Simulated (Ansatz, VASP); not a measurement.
# One calculation of Ir3C, two programs

File INCAR:

```
SYSTEM = Ir3C
PREC     = Accurate       ! precision mode
ENCUT    = 520            ! plane-wave cutoff, eV
EDIFF    = 1E-6           ! SCF threshold, eV
ISMEAR   = 0              ! smearing method
SIGMA    = 0.1            ! smearing width, eV
LREAL    = .FALSE.        ! projectors in reciprocal space
LASPH    = .TRUE.         ! aspherical terms in the spheres
NELM     = 150            ! most SCF steps
ALGO     = Normal         ! electronic algorithm
ISIF     = 2              ! what is computed and relaxed
LWAVE    = .FALSE.        ! write WAVECAR
LCHARG   = .FALSE.        ! write CHGCAR
ISPIN    = 2              ! spin polarisation
MAGMOM   = 0 0 0 2        ! initial moments
LORBIT   = 11             ! projections on sites
LMAXMIX  = 4              ! l up to which the mixer works
LDIPOL   = .TRUE.       
IDIPOL   = 3            
DIPOL    = 0.5 0.5 0.360
NBANDS   = 28             ! bands
```

The input KPOINTS:

```
Automatic mesh
0
G
  12 12 1
  0 0 0
```

POSCAR

```
Ir3C
1.0
    2.6946510889      0.0000000000      0.0000000000
   -1.3473255444      2.3336362973      0.0000000000
    0.0000000000      0.0000000000     21.2769546740
Ir C
3 1
Direct
    0.6666666667      0.3333333333      0.1879968286
    0.3333333333      0.6666666667      0.2885049938
    0.0000000000      0.0000000000      0.3890103072
    0.3333333333     -0.3333333333      0.5737171913
```

Input for Ansatz:

```yaml
crystal:
  lattice:
    - [2.6946510889, 0.0, 0.0]
    - [-1.3473255444, 2.3336362973, 0.0]
    - [0.0, 0.0, 21.276954674]
  atoms:
    - { symbol: Ir, position: [0.6666666667, 0.3333333333, 0.1879968286] }
    - { symbol: Ir, position: [0.3333333333, 0.6666666667, 0.2885049938] }
    - { symbol: Ir, position: [0.0, 0.0, 0.3890103072] }
    - { symbol: C, position: [0.3333333333, -0.3333333333, 0.5737171913], spin: 2.0 }
basis:
  ecutwfc: 420
kpoints:
  mp_grid: { grid: [12, 12, 1] }
hamiltonian:
  xc: lda
  pseudopotentials: { kind: paw, azcp: { folder: soft_1 } }
scf:
  occupations: { method: gaussian, width: 0.1 }
output:
  forces: true
  eigenvalues: true
  populations: true
magnetization:
  spin_polarized: true
efield:
  axis: 3
  dipole_correction: true
  ramp_width: 0.04
```

Alike in both runs: task single point; functional LDA; k mesh 12 × 12 × 1; occupations gaussian, width 0.1 eV; collinear spin.

```csv
,VASP,Ansatz
version,VASP 6.6.1,Ansatz 0.2.0
potentials or method,"VASP PAW LDA potentials, release 64 (Ir, C), cutoff 520 eV","scalar-relativistic, plane waves, PAW"
valence electrons in the cell,31,55
```

|  | VASP | Ansatz | Ansatz less VASP |
| --- | --- | --- | --- |
| gap on the k mesh at the Fermi level (eV) | none | none | - |
| rms of the force components (eV/Å) | 0.116 | 0.081 | -0.0352 |
| net moment per atom (μB) | 0.02 | 0.03 | +0.004 |
| size of the moment on the site where the two differ most (μB) | 0.04 | 0.09 | +0.045 |

Ansatz warns that its potentials were made for another functional, while VASP's fit it. LDA's correlation is that of Perdew and Zunger in VASP and of Perdew and Wang (1992) in Ansatz. Site moments also hang on the region over which each program counts them. Atom by atom the forces differ by 0.052 eV/Å (rms over components). A gap of «none» marks a metal or a gap that the smearing closes. VASP's potentials hold 31 valence electrons a cell and Ansatz's 55, so a difference there can come from the potentials and not from the codes. Ansatz's warnings: seeded moment not kept.

Spin-orbit coupling is off throughout.
